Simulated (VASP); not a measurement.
**Re: single point with r2SCAN**

The system is Re.

```
Re
1.0
    -1.55646    1.55646    1.55646
     1.55646   -1.55646    1.55646
     1.55646    1.55646   -1.55646
Re
1
Cartesian
  0.0000 0.0000 0.0000
```

```yaml
Program: VASP 6.6.1
Task: single point
Functional: r2SCAN
Potentials_or_basis: VASP PAW PBE potentials, release 64 (Re)
Cutoff: 520 eV
k_mesh: 18 × 18 × 18
Occupations: gaussian, width 0.05 eV
Spin: no spin polarisation
```

| Item | Value |
| --- | --- |
| Pressure | -5.9 GPa |

Levels at points of the mesh, in eV from the Fermi level:
```
           k point  band 1  band 2  band 3  band 4  band 5  band 6  band 7  band 8
(0.00, 0.00, 0.00)  -11.18   -2.86   -2.86   -2.86    0.87    0.87   16.19   16.19
(0.50, 0.00, 0.00)   -7.73   -5.16   -0.24    0.69    1.62    4.34   10.16   12.47
(0.50, 0.50, 0.50)   -7.22   -7.22    3.42    3.42    3.42    8.09    8.09    8.09
```

Run time: 47 s on 1 thread of Intel(R) Xeon(R) 6975P-C (Granite Rapids) (shared host), peak memory 0.15 GiB.

Caveat: the PAW data sets were made with another functional, which shifts forces and pressure a little; spin-orbit coupling is left out, which moves the levels of the heavy elements.
